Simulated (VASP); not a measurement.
# CH4 in VASP: single point with r2SCAN

Aim: the single point of CH4 with r2SCAN.

Program: VASP 6.6.1. These are calculated values, not measurements. Logs are shortened: lines on timing, memory, paths and dates and some standing lists are left out, and cuts for length are marked.

## (1) The cell of the first run

The cell holds a molecule in a box, 5 atoms: a = 12.000 Å, b = 12.000 Å, c = 12.000 Å, α = 90.00°, β = 90.00°, γ = 90.00°.

## (2) Single point, r2SCAN

Input file POSCAR:

```
H4C
1.0
   12.0000000000      0.0000000000      0.0000000000
    0.0000000000     12.0000000000      0.0000000000
    0.0000000000      0.0000000000     12.0000000000
C H
1 4
Direct
    0.4985080749      0.4975890657      0.4960069146
    0.4430864519      0.4550282021      0.4372947343
    0.5569217569      0.4373150311      0.5318540642
    0.4489575840      0.5353156627      0.5627271303
    0.5450666890      0.5626983566      0.4521527183
```

Input file INCAR.step1:

```
  PREC = Accurate
  ENCUT = 580
  ISMEAR = 0
  SIGMA = 0.01
  LREAL = False
  LASPH = True
  NELM = 120
  NBANDS = 12
  GGA = PE
  ALGO = Normal
  EDIFF = 1E-5
  LWAVE = True
  LCHARG = False
  GGA_COMPAT = False
  NELMDL = -8
```

Input file INCAR.step2:

```
  PREC = Accurate
  ENCUT = 580
  EDIFF = 1E-6
  ISMEAR = 0
  SIGMA = 0.01
  LREAL = False
  LASPH = True
  NELM = 120
  ALGO = Normal
  ISIF = 2
  LWAVE = False
  LCHARG = False
  METAGGA = R2SCAN
  LMIXTAU = True
  NBANDS = 12
  ISTART = 1
  GGA_COMPAT = False
```

Input file KPOINTS:

```
regular mesh
0
Gamma
  1 1 1
```

Potentials or basis: VASP PAW PBE potentials, release 64 (C, H).

The run is started by

```sh
$ cat potpaw_PBE.64/C/POTCAR potpaw_PBE.64/H/POTCAR > POTCAR
$ cp INCAR.step1 INCAR
$ mpirun -np 1 vasp_gam > vasp.out
$ cp INCAR.step2 INCAR
$ mpirun -np 1 vasp_gam > vasp.out
```

OUTCAR:

```text
PREC = Accurate
   ENCUT = 580
   EDIFF = 1E-6
   ISMEAR = 0
   LREAL = False
   LASPH = True
   NELM = 120
   ISIF = 2
   METAGGA = R2SCAN
   ISTART = 1

 ion  position               nearest neighbor table
   1  0.499  0.498  0.496-   2 1.10   5 1.10   4 1.10   3 1.10
   2  0.443  0.455  0.437-   1 1.10
   3  0.557  0.437  0.532-   1 1.10
   4  0.449  0.535  0.563-   1 1.10
   5  0.545  0.563  0.452-   1 1.10

  LATTYP: Found a simple cubic cell.
 ALAT       =    12.0000000000

  Lattice vectors:

 A1 = (  12.0000000000,   0.0000000000,   0.0000000000)
 A2 = (   0.0000000000,  12.0000000000,   0.0000000000)
 A3 = (   0.0000000000,   0.0000000000,  12.0000000000)

Analysis of symmetry for initial positions (statically):
=====================================================================
 Subroutine PRICEL returns:
 Original cell was already a primitive cell.

 Routine SETGRP: Setting up the symmetry group for a
 simple cubic supercell.

 Subroutine GETGRP returns: Found  1 space group operations
 (whereof  1 operations were pure point group operations)
 out of a pool of 48 trial point group operations.

The static configuration has the point symmetry C_1 .

Analysis of symmetry for dynamics (positions and initial velocities):
=====================================================================
 Subroutine PRICEL returns:
 Original cell was already a primitive cell.

 Routine SETGRP: Setting up the symmetry group for a
 simple cubic supercell.

 Subroutine GETGRP returns: Found  1 space group operations
 (whereof  1 operations were pure point group operations)
 out of a pool of 48 trial point group operations.

The dynamic configuration has the point symmetry C_1 .

 Subroutine INISYM returns: Found  1 space group operations
 (whereof  1 operations are pure point group operations),
 and found     1 'primitive' translations

----------------------------------------------------------------------------------------

                                     Primitive cell

  volume of cell :    1728.0000

  direct lattice vectors                    reciprocal lattice vectors
    12.000000000  0.000000000  0.000000000     0.083333333  0.000000000  0.000000000
     0.000000000 12.000000000  0.000000000     0.000000000  0.083333333  0.000000000
     0.000000000  0.000000000 12.000000000     0.000000000  0.000000000  0.083333333

  length of vectors
    12.000000000 12.000000000 12.000000000     0.083333333  0.083333333  0.083333333

  position of ions in fractional coordinates (direct lattice)
     0.498508075  0.497589066  0.496006915
     0.443086452  0.455028202  0.437294734
     0.556921757  0.437315031  0.531854064
     0.448957584  0.535315663  0.562727130
     0.545066689  0.562698357  0.452152718

  ion indices of the primitive-cell ions
   primitive index   ion index
                 1           1
                 2           2
                 3           3
                 4           4
                 5           5

----------------------------------------------------------------------------------------

 KPOINTS: regular mesh

Automatic generation of k-mesh.
 Grid dimensions read from file:
 generate k-points for:    1    1    1

 Generating k-lattice:

  Cartesian coordinates                     Fractional coordinates (reciprocal lattice)
     0.083333333  0.000000000  0.000000000     1.000000000  0.000000000  0.000000000
     0.000000000  0.083333333  0.000000000     0.000000000  1.000000000  0.000000000
     0.000000000  0.000000000  0.083333333     0.000000000  0.000000000  1.000000000

  Length of vectors
     0.083333333  0.083333333  0.083333333

  Shift w.r.t. Gamma in fractional coordinates (k-lattice)
     0.000000000  0.000000000  0.000000000

 Subroutine IBZKPT returns following result:
 ===========================================

 Found      1 irreducible k-points:

 Following reciprocal coordinates:
            Coordinates               Weight
  0.000000  0.000000  0.000000      1.000000
   k-points           NKPTS =      1   k-points in BZ     NKDIM =      1   number of bands    NBANDS=     12
   number of dos      NEDOS =    301   number of ions     NIONS =      5
   total plane-waves  NPLWV = 884736
   dimension x,y,z NGX =    96 NGY =   96 NGZ =   96
   dimension x,y,z NGXF=   192 NGYF=  192 NGZF=  192
   ions per type =               1   4
   NGX,Y,Z   is equivalent  to a cutoff of  13.30, 13.30, 13.30 a.u.
   NGXF,Y,Z  is equivalent  to a cutoff of  26.60, 26.60, 26.60 a.u.
 SYSTEM =  unknown system
   PREC   = accura    normal or accurate (medium, high low for compatibility)
   ISTART =      1    job   : 0-new  1-cont  2-samecut
   ICHARG =      0    charge: 1-file 2-atom 10-const
   ISPIN  =      1    spin polarized calculation?
   LNONCOLLINEAR =      F non collinear calculations
   LSORBIT =      F    spin-orbit coupling
   LASPH  =      T    aspherical Exc in radial PAW
   ENCUT  =  580.0 eV  42.63 Ry    6.53 a.u.  23.56 23.56 23.56*2*pi/ulx,y,z
   NELM   =    120;   NELMIN=  2; NELMDL=  0     # of ELM steps
   EDIFF  = 0.1E-05   stopping-criterion for ELM
   LREAL  =      F    real-space projection
   EDIFFG = 0.1E-04   stopping-criterion for IOM
   NSW    =      0    number of steps for IOM
   IBRION =     -1    ionic relax: 0-MD 1-quasi-New 2-CG
   NFREE  =      0    steps in history (QN), initial steepest desc. (CG)
   ISIF   =      2    stress and relaxation
   ISYM   =      2    0-nonsym 1-usesym 2-fastsym
   POTIM  = 0.5000    time-step for ionic-motion
   TEBEG  =    0.0;   TEEND  =   0.0 temperature during run
   PSTRESS=    0.0 pullay stress
   NELECT =       8.0000    total number of electrons
   NUPDOWN=      -1.0000    fix difference up-down
   EMIN   =  10.00;   EMAX   =-10.00  energy-range for DOS
   EFERMI =   0.00;   METHOD = LEGACY
   ISMEAR =     0;   SIGMA  =   0.01  broadening in eV -4-tet -1-fermi 0-gaus
   EFERMI_NEDOS =   21; number of points for ismear=-14 and -15
   IALGO  =     38    algorithm
   IMIX   =      4    mixing-type and parameters
     AMIX     =   0.40;   BMIX     =  1.00
     AMIX_MAG =   1.60;   BMIX_MAG =  1.00
  volume/ion in A,a.u.               =     345.60      2332.22
  Fermi-wavevector in a.u.,A,eV,Ry     =   0.272850  0.515611  1.012913  0.074447
  Thomas-Fermi vector in A             =   1.113822
   LORBIT       =      0    0 simple, 1 ext, 2 COOP (PROOUT), +10 PAW based schemes
   METAGGA = R2SCAN    functional components
   LHFCALC =     F    Hartree Fock is set to
   AEXX    =    0.0000 exact exchange contribution
   IVDW    =     0    specifies the selected vdW correction
   LEPSILON=     F    determine dielectric tensor
   LRPA    =     F    only Hartree local field effects (RPA)
 non-spin polarized calculation
 Gauss-broadening in eV      SIGMA  =   0.01
  energy-cutoff  :      580.00
  volume of cell :     1728.00
 maximum number of plane-waves:     27446
 NGX is ok and might be reduce to    96
   NGX = 47   NGY = 47   NGZ = 47

 number of electron       8.0000002 magnetization

 Free energy of the ion-electron system (eV)
  ---------------------------------------------------
  ext. energy  EPLUGINS =         0.00000000
  ---------------------------------------------------
  free energy    TOTEN  =       -24.99347933 eV

  energy without entropy =      -24.99347933  energy(sigma->0) =      -24.99347933

 E-fermi :  -9.6559     XC(G=0):  -0.2297

 val. band max:       -9.7135840704   @ k =   0.0000   0.0000   0.0000
 cond. band min:      -0.0147422989   @ k =   0.0000   0.0000   0.0000
 fundamental gap:      9.6988417715
 Fermi energy:        -9.6559216758

 k-point     1 :       0.0000    0.0000    0.0000
  band No.  band energies     occupation
      1     -17.8749      2.00000
      2      -9.7137      2.00000
      3      -9.7137      2.00000
      4      -9.7136      2.00000
      5      -0.0147      0.00000
      6       0.9332      0.00000
      7       1.0817      0.00000
      8       1.0849      0.00000
      9       1.0865      0.00000
     10       1.0883      0.00000
     11       1.0910      0.00000
     12       2.0299      0.00000

------------------------ aborting loop because EDIFF is reached ----------------------------------------

  FORCE on cell =-STRESS in cart. coord.  units (eV):
  Direction    XX          YY          ZZ          XY          YZ          ZX
  --------------------------------------------------------------------------------------
  -------------------------------------------------------------------------------------
  Total       -0.3655389     -0.3656317     -0.3656719      0.0000455      0.0000188     -0.0000175
  in kB       -0.3389226     -0.3390086     -0.3390459      0.0000422      0.0000175     -0.0000162
  external PRESSURE =      -0.3389923 kB  Pullay stress =       0.0000000 kB

 VOLUME and BASIS-vectors are now :
 -----------------------------------------------------------------------------
  energy-cutoff  :      580.00
  volume of cell :     1728.00
      direct lattice vectors                 reciprocal lattice vectors
    12.000000000  0.000000000  0.000000000     0.083333333  0.000000000  0.000000000
     0.000000000 12.000000000  0.000000000     0.000000000  0.083333333  0.000000000
     0.000000000  0.000000000 12.000000000     0.000000000  0.000000000  0.083333333

 POSITION                                       TOTAL-FORCE (eV/Angst)
 -----------------------------------------------------------------------------------
      5.98210      5.97107      5.95208         0.000105      0.000134     -0.000090
      5.31704      5.46034      5.24754         0.129037      0.099114      0.136944
      6.68306      5.24778      6.38225        -0.136080      0.140474     -0.083615
      5.38749      6.42379      6.75273         0.115366     -0.087897     -0.155612
      6.54080      6.75238      5.42583        -0.108428     -0.151825      0.102373
 -----------------------------------------------------------------------------------
    total drift:                                0.000148      0.000039     -0.000031

  FREE ENERGIE OF THE ION-ELECTRON SYSTEM (eV)
  ---------------------------------------------------
  free  energy   TOTEN  =       -24.9934793274 eV

  energy  without entropy=      -24.9934793274  energy(sigma->0) =      -24.99347933
```

It took 8.9 min on 1 thread of Intel Xeon Platinum 8259CL at 2.50GHz (Skylake/Cascade Lake), shared host; peak memory 1.7 GiB.

Results:

```yaml
Free_energy: -24.9935 eV
Largest_force: 0.213 eV/Å
Gap_between_the_frontier_levels: 9.70 eV
```

Forces on the atoms (eV/Å):
```
C    0.000  0.000  0.000
H    0.129  0.099  0.137
H   -0.136  0.140 -0.084
H    0.115 -0.088 -0.156
H   -0.108 -0.152  0.102
```

Caveat: the PAW data sets were made with another functional, which shifts forces and pressure a little.
